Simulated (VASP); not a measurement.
# AgBr (Fm-3m) in VASP: notebook

Runs on AgBr. Level: PBE. Tasks: single point.

Program: VASP 6.6.1. These are calculated values, not measurements. Logs are shortened: lines on timing, memory, paths and dates and some standing lists are left out, and cuts for length are marked.

## Step 1: The cell of the first run

Symmetry: Fm-3m, No. 225, cubic system. The conventional cell has a = 5.805 Å, b = 5.805 Å, c = 5.805 Å, α = 90.00°, β = 90.00°, γ = 90.00°. Ag (site symmetry m-3m) has 6 Br at 2.90 Å within 3.8 Å. Within 3.8 Å of Br (site symmetry m-3m) lie 6 Ag at 2.90 Å.

## Step 2: Single point, PBE

File INCAR:

```
PREC = Accurate ; ENCUT = 500
EDIFF = 1E-6 ; ISMEAR = 0
SIGMA = 0.05 ; LREAL = False
LASPH = True ; NELM = 120
ALGO = Normal ; ISIF = 2
LWAVE = False ; LCHARG = True
GGA = PE ; LELF = True
LVHAR = True ; NBANDS = 16
GGA_COMPAT = False
```

File KPOINTS:

```
regular mesh
0
Gamma
  10 10 10
```

File POSCAR:

```
AgBr
1.0
    0.0000000000      2.9024534517      2.9024534517
    2.9024534517      0.0000000000      2.9024534517
    2.9024534517      2.9024534517      0.0000000000
Ag Br
1 1
Direct
    0.5000000000      0.5000000000      0.5000000000
    0.0000000000      0.0000000000      0.0000000000
```

Potentials or basis: VASP PAW PBE potentials, release 64 (Ag, Br).

The run is started by

```sh
cat potpaw_PBE.64/Ag/POTCAR potpaw_PBE.64/Br/POTCAR > POTCAR
mpirun -np 1 vasp_std > vasp.out
```

OUTCAR:

```text
PREC = Accurate
   ENCUT = 500
   EDIFF = 1E-6
   ISMEAR = 0
   LREAL = False
   LASPH = True
   NELM = 120
   ISIF = 2
   GGA = PE

 ion  position               nearest neighbor table
   1  0.500  0.500  0.500-   2 2.90   2 2.90   2 2.90   2 2.90   2 2.90   2 2.90
   2  0.000  0.000  0.000-   1 2.90   1 2.90   1 2.90   1 2.90   1 2.90   1 2.90

  LATTYP: Found a face centered cubic cell.
 ALAT       =     5.8049069034

  Lattice vectors:

 A1 = (   0.0000000000,   2.9024534517,   2.9024534517)
 A2 = (   2.9024534517,   0.0000000000,   2.9024534517)
 A3 = (   2.9024534517,   2.9024534517,   0.0000000000)

Analysis of symmetry for initial positions (statically):
=====================================================================
 Subroutine PRICEL returns:
 Original cell was already a primitive cell.

 Routine SETGRP: Setting up the symmetry group for a
 face centered cubic supercell.

 Subroutine GETGRP returns: Found 48 space group operations
 (whereof 48 operations were pure point group operations)
 out of a pool of 48 trial point group operations.

The static configuration has the point symmetry O_h .

Analysis of symmetry for dynamics (positions and initial velocities):
=====================================================================
 Subroutine PRICEL returns:
 Original cell was already a primitive cell.

 Routine SETGRP: Setting up the symmetry group for a
 face centered cubic supercell.

 Subroutine GETGRP returns: Found 48 space group operations
 (whereof 48 operations were pure point group operations)
 out of a pool of 48 trial point group operations.

The dynamic configuration has the point symmetry O_h .

 Subroutine INISYM returns: Found 48 space group operations
 (whereof 48 operations are pure point group operations),
 and found     1 'primitive' translations

----------------------------------------------------------------------------------------

                                     Primitive cell

  volume of cell :      48.9019

  direct lattice vectors                    reciprocal lattice vectors
     0.000000000  2.902453452  2.902453452    -0.172268051  0.172268051  0.172268051
     2.902453452  0.000000000  2.902453452     0.172268051 -0.172268051  0.172268051
     2.902453452  2.902453452  0.000000000     0.172268051  0.172268051 -0.172268051

  length of vectors
     4.104689036  4.104689036  4.104689036     0.298377017  0.298377017  0.298377017

  position of ions in fractional coordinates (direct lattice)
     0.500000000  0.500000000  0.500000000
     0.000000000  0.000000000  0.000000000

  ion indices of the primitive-cell ions
   primitive index   ion index
                 1           1
                 2           2

----------------------------------------------------------------------------------------

 KPOINTS: regular mesh

Automatic generation of k-mesh.
 Grid dimensions read from file:
 generate k-points for:   10   10   10

 Generating k-lattice:

  Cartesian coordinates                     Fractional coordinates (reciprocal lattice)
    -0.017226805  0.017226805  0.017226805     0.100000000  0.000000000  0.000000000
     0.017226805 -0.017226805  0.017226805     0.000000000  0.100000000  0.000000000
     0.017226805  0.017226805 -0.017226805     0.000000000  0.000000000  0.100000000

  Length of vectors
     0.029837702  0.029837702  0.029837702

  Shift w.r.t. Gamma in fractional coordinates (k-lattice)
     0.000000000  0.000000000  0.000000000

 Subroutine IBZKPT returns following result:
 ===========================================

 Found     47 irreducible k-points:

 Following reciprocal coordinates:
            Coordinates               Weight
  0.000000  0.000000  0.000000      1.000000
  0.100000  0.000000  0.000000      8.000000
  0.200000  0.000000  0.000000      8.000000
  0.300000  0.000000  0.000000      8.000000
  0.400000  0.000000  0.000000      8.000000
  0.500000  0.000000  0.000000      4.000000
[... 16 lines left out ...]
  0.300000  0.300000  0.000000      6.000000
  0.400000  0.300000  0.000000     24.000000
 [... further k-points ...]
   k-points           NKPTS =     47   k-points in BZ     NKDIM =     47   number of bands    NBANDS=     16
   number of dos      NEDOS =    301   number of ions     NIONS =      2
   total plane-waves  NPLWV =  27000
   dimension x,y,z NGX =    30 NGY =   30 NGZ =   30
   dimension x,y,z NGXF=    60 NGYF=   60 NGZF=   60
   ions per type =               1   1
   NGX,Y,Z   is equivalent  to a cutoff of  12.15, 12.15, 12.15 a.u.
   NGXF,Y,Z  is equivalent  to a cutoff of  24.30, 24.30, 24.30 a.u.
 SYSTEM =  unknown system
   PREC   = accura    normal or accurate (medium, high low for compatibility)
   ISTART =      0    job   : 0-new  1-cont  2-samecut
   ICHARG =      2    charge: 1-file 2-atom 10-const
   ISPIN  =      1    spin polarized calculation?
   LNONCOLLINEAR =      F non collinear calculations
   LSORBIT =      F    spin-orbit coupling
   LASPH  =      T    aspherical Exc in radial PAW
   ENCUT  =  500.0 eV  36.75 Ry    6.06 a.u.   7.48  7.48  7.48*2*pi/ulx,y,z
   NELM   =    120;   NELMIN=  2; NELMDL= -5     # of ELM steps
   EDIFF  = 0.1E-05   stopping-criterion for ELM
   LREAL  =      F    real-space projection
   EDIFFG = 0.1E-04   stopping-criterion for IOM
   NSW    =      0    number of steps for IOM
   IBRION =     -1    ionic relax: 0-MD 1-quasi-New 2-CG
   NFREE  =      0    steps in history (QN), initial steepest desc. (CG)
   ISIF   =      2    stress and relaxation
   ISYM   =      2    0-nonsym 1-usesym 2-fastsym
   POTIM  = 0.5000    time-step for ionic-motion
   TEBEG  =    0.0;   TEEND  =   0.0 temperature during run
   PSTRESS=    0.0 pullay stress
   NELECT =      18.0000    total number of electrons
   NUPDOWN=      -1.0000    fix difference up-down
   EMIN   =  10.00;   EMAX   =-10.00  energy-range for DOS
   EFERMI =   0.00;   METHOD = LEGACY
   ISMEAR =     0;   SIGMA  =   0.05  broadening in eV -4-tet -1-fermi 0-gaus
   EFERMI_NEDOS =   21; number of points for ismear=-14 and -15
   IALGO  =     38    algorithm
   IMIX   =      4    mixing-type and parameters
     AMIX     =   0.40;   BMIX     =  1.00
     AMIX_MAG =   1.60;   BMIX_MAG =  1.00
  volume/ion in A,a.u.               =      24.45       165.00
  Fermi-wavevector in a.u.,A,eV,Ry     =   1.173250  2.217120 18.728618  1.376515
  Thomas-Fermi vector in A             =   2.309666
   LORBIT       =      0    0 simple, 1 ext, 2 COOP (PROOUT), +10 PAW based schemes
   GGA     = PE    functional components
   LHFCALC =     F    Hartree Fock is set to
   AEXX    =    0.0000 exact exchange contribution
   IVDW    =     0    specifies the selected vdW correction
   LEPSILON=     F    determine dielectric tensor
   LRPA    =     F    only Hartree local field effects (RPA)
 non-spin polarized calculation
 Gauss-broadening in eV      SIGMA  =   0.05
  energy-cutoff  :      500.00
  volume of cell :       48.90
 maximum number of plane-waves:      1266
 NGX is ok and might be reduce to    30
   NGX = 15   NGY = 15   NGZ = 15

 number of electron      18.0000003 magnetization

 Free energy of the ion-electron system (eV)
  ---------------------------------------------------
  ext. energy  EPLUGINS =         0.00000000
  ---------------------------------------------------
  free energy    TOTEN  =        -4.99833999 eV

  energy without entropy =       -4.99833999  energy(sigma->0) =       -4.99833999

 E-fermi :   3.4579     XC(G=0):  -9.6901

 val. band max:        3.2154921578   @ k =   0.5000   0.0000   0.0000
 cond. band min:       3.8958495265   @ k =   0.0000   0.0000   0.0000
 fundamental gap:      0.6803573687
 Fermi energy:         3.4579412352

 k-point     1 :       0.0000    0.0000    0.0000
  band No.  band energies     occupation
      1     -11.6531      2.00000
      2       0.5567      2.00000
      3       0.5567      2.00000
      4       0.5570      2.00000
      5       0.5570      2.00000
      6       0.5570      2.00000
[... 8 lines left out ...]
     15      14.8654      0.00000
     16      14.8654      0.00000

 k-point     2 :       0.1000    0.0000    0.0000
  band No.  band energies     occupation
      1     -11.6173      2.00000
      2       0.2863      2.00000
      3       0.2863      2.00000
      4       0.3669      2.00000
      5       0.5827      2.00000
      6       0.5827      2.00000
[... 8 lines left out ...]
     15      14.1745      0.00000
     16      14.5440      0.00000

 k-point     3 :       0.2000    0.0000    0.0000
  band No.  band energies     occupation
      1     -11.5210      2.00000
      2      -0.3271      2.00000
      3      -0.1252      2.00000
      4      -0.1252      2.00000
      5       0.6511      2.00000
      6       0.6511      2.00000
[... 8 lines left out ...]
     15      14.2614      0.00000
     16      14.3265      0.00000

 k-point     4 :       0.3000    0.0000    0.0000
  band No.  band energies     occupation
      1     -11.3963      2.00000
      2      -1.0771      2.00000
      3      -0.4623      2.00000
      4      -0.4623      2.00000
      5       0.7379      2.00000
      6       0.7379      2.00000
[... 8 lines left out ...]
     15      14.9303      0.00000
     16      14.9303      0.00000
[... 324 lines left out ...]
 k-point    22 :      -0.2000    0.2000    0.0000
  band No.  band energies     occupation
      1     -11.3646      2.00000
      2      -1.1338      2.00000
      3      -0.5904      2.00000
      4      -0.1000      2.00000
      5       0.7030      2.00000
      6       0.7903      2.00000
[... 8 lines left out ...]
     15      16.5509      0.00000
     16      16.5710      0.00000

 k-point    23 :       0.3000    0.3000    0.0000
  band No.  band energies     occupation
      1     -11.3516      2.00000
      2      -1.1228      2.00000
      3       0.3322      2.00000
      4       0.3322      2.00000
      5       0.3936      2.00000
      6       0.6532      2.00000
[... 8 lines left out ...]
     15      17.0839      0.00000
     16      18.5107      0.00000

 k-point    24 :       0.4000    0.3000    0.0000
  band No.  band energies     occupation
      1     -11.2855      2.00000
      2      -1.1202      2.00000
      3       0.0117      2.00000
      4       0.0875      2.00000
      5       0.5195      2.00000
      6       0.8150      2.00000
[... 8 lines left out ...]
     15      17.5011      0.00000
     16      18.2856      0.00000

 [... further k-points ...]
[... 5 lines left out ...]
  --------------------------------------------------------------------------------------
  -------------------------------------------------------------------------------------
  Total        0.2194999      0.2194999      0.2194999      0.0000000      0.0000000      0.0000000
  in kB        7.1914934      7.1914934      7.1914934      0.0000000      0.0000000      0.0000000
  external PRESSURE =       7.1914934 kB  Pullay stress =       0.0000000 kB

 VOLUME and BASIS-vectors are now :
 -----------------------------------------------------------------------------
  energy-cutoff  :      500.00
  volume of cell :       48.90
      direct lattice vectors                 reciprocal lattice vectors
     0.000000000  2.902453452  2.902453452    -0.172268051  0.172268051  0.172268051
     2.902453452  0.000000000  2.902453452     0.172268051 -0.172268051  0.172268051
     2.902453452  2.902453452  0.000000000     0.172268051  0.172268051 -0.172268051

 POSITION                                       TOTAL-FORCE (eV/Angst)
 -----------------------------------------------------------------------------------
      2.90245      2.90245      2.90245         0.000000     -0.000000      0.000000
      0.00000      0.00000      0.00000        -0.000000      0.000000     -0.000000
 -----------------------------------------------------------------------------------
    total drift:                                0.000000      0.000000      0.000000

  FREE ENERGIE OF THE ION-ELECTRON SYSTEM (eV)
  ---------------------------------------------------
  free  energy   TOTEN  =        -4.9983399858 eV

  energy  without entropy=       -4.9983399858  energy(sigma->0) =       -4.99833999
```

It took 49 s on 1 thread of Intel Xeon Platinum 8259CL at 2.50GHz (Skylake/Cascade Lake), shared host; peak memory 0.19 GiB.

What came out:

- Free energy: -4.9983 eV
- Pressure: 0.7 GPa
- Band gap on the k mesh: 0.68 eV, indirect (least direct gap 2.50 eV)

## Step 3: Single point, PBE (volume scaled by 0.980)

File INCAR:

```
SYSTEM = AgBr
ALGO = Normal
EDIFF = 1E-6
ENCUT = 500
GGA = PE
GGA_COMPAT = .FALSE.
ISIF = 2
ISMEAR = 0
LASPH = .TRUE.
LCHARG = .FALSE.
LREAL = .FALSE.
LWAVE = .FALSE.
NBANDS = 16
NELM = 120
PREC = Accurate
SIGMA = 0.05
```

File KPOINTS:

```
k-points
0
G
  10 10 10
  0 0 0
```

File POSCAR:

```
AgBr
1.0
    0.0000000000      2.9006561207      2.9006561207
    2.9006561207      0.0000000000      2.9006561207
    2.9006561207      2.9006561207      0.0000000000
Ag Br
1 1
Direct
    0.5000000000      0.5000000000      0.5000000000
    0.0000000000      0.0000000000      0.0000000000
```

Potentials or basis: VASP PAW PBE potentials, release 64 (Ag, Br).

The run is started by

```sh
cat potpaw_PBE.64/Ag/POTCAR potpaw_PBE.64/Br/POTCAR > POTCAR
mpirun -np 1 vasp_std > vasp.out
```

Run time: 34 s. Hardware: 1 thread of Intel Xeon Platinum 8259CL at 2.50GHz (Skylake/Cascade Lake), shared host; peak memory 0.19 GiB.

Results (log left out):

| Quantity | Value |
| --- | --- |
| Free energy | -4.9979 eV |
| Pressure | 0.8 GPa |
| Band gap on the k mesh | 0.68 eV, indirect (least direct gap 2.50 eV) |

Levels at points of the mesh, in eV from the valence-band top:
| k point | band 7 | band 8 | band 9 | band 10 | band 11 | band 12 |
| --- | --- | --- | --- | --- | --- | --- |
| (0.00, 0.00, 0.00) | -1.82 | -1.82 | -1.82 | 0.68 | 9.92 | 9.92 |
| (0.50, 0.00, 0.00) | -2.06 | 0.00 | 0.00 | 3.82 | 6.41 | 6.82 |
| (0.50, 0.50, 0.00) | -2.29 | -2.29 | -2.21 | 1.67 | 7.11 | 8.94 |

 A k mesh can miss the band edges.

(Continued in part 2 of 2.)
